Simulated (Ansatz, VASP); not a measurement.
Mo in VASP and in Ansatz

File POSCAR:

```
Mo
1.0
    2.7384369840      0.0000000000      0.0000000000
   -1.3692184920      2.3715559949      0.0000000000
    0.0000000000      0.0000000000      4.9191062813
Mo
2
Direct
    0.3333333333      0.6666666667      0.2500000000
    0.6666666667      0.3333333333      0.7500000000
```

INCAR.step1

```
PREC = Accurate ; ENCUT = 520
ISMEAR = -1 ; SIGMA = 0.1
LREAL = F ; LASPH = T
NELM = 80 ; NBANDS = 21
GGA = PE ; ALGO = Normal
EDIFF = 1E-4 ; LWAVE = T
LCHARG = F
```

Contents of INCAR.step2:

```
PREC = Accurate ; ENCUT = 520
EDIFF = 1E-7 ; ISMEAR = -1
SIGMA = 0.1 ; LREAL = F
LASPH = T ; NELM = 80
ALGO = Normal ; ISIF = 2
LWAVE = F ; LCHARG = T
METAGGA = R2SCAN ; LMIXTAU = T
LELF = T ; LVHAR = T
NBANDS = 21 ; ISTART = 1
```

The input KPOINTS:

```
regular mesh
0
Gamma
  15 15 7
```

Input for Ansatz:

```yaml
crystal:
  lattice:
    - [2.738436984, 0.0, 0.0]
    - [-1.369218492, 2.3715559949, 0.0]
    - [0.0, 0.0, 4.9191062813]
  atoms:
    - { symbol: Mo, position: [0.3333333333, 0.6666666667, 0.25] }
    - { symbol: Mo, position: [0.6666666667, 0.3333333333, 0.75] }
hamiltonian:
  xc: r2scan
  pseudopotentials:
    kind: paw
    azcp:
      Mo: "pseudopotentials/Mo.paw.azcp"
basis:
  ecutwfc: 500
  fft_grid_basis: typed
kpoints:
  mp_grid: { grid: [15, 15, 7], shift: [0, 0, 0] }
magnetization:
  spin_polarized: false
scf:
  occupations: { method: fermi_dirac, width: 0.1 }
  lower_state_search: "off"
output:
  stress: true
```

Alike in both runs: task single point; functional r2SCAN; k mesh 15 × 15 × 7; occupations fermi-dirac, width 0.1 eV; no spin polarisation.

|  | VASP | Ansatz |
| --- | --- | --- |
| version | VASP 6.6.1 | Ansatz 0.2.0 |
| potentials or method | VASP PAW PBE potentials, release 64 (Mo_sv), cutoff 520 eV | plane waves (500 eV) with PAW, scalar-relativistic |
| valence electrons in the cell | 28 | 28 |

Ansatz gave:

```
pressure (GPa)                                                : -0.1
traceless stress, the component that is largest in VASP (GPa) : 0.27
```

Problem. What did VASP give for the same quantities?

Solution. Pressure (GPa): 1.0; traceless stress, the component that is largest in VASP (GPa): 0.11.

VASP's potentials were made for PBE, not for r2SCAN.
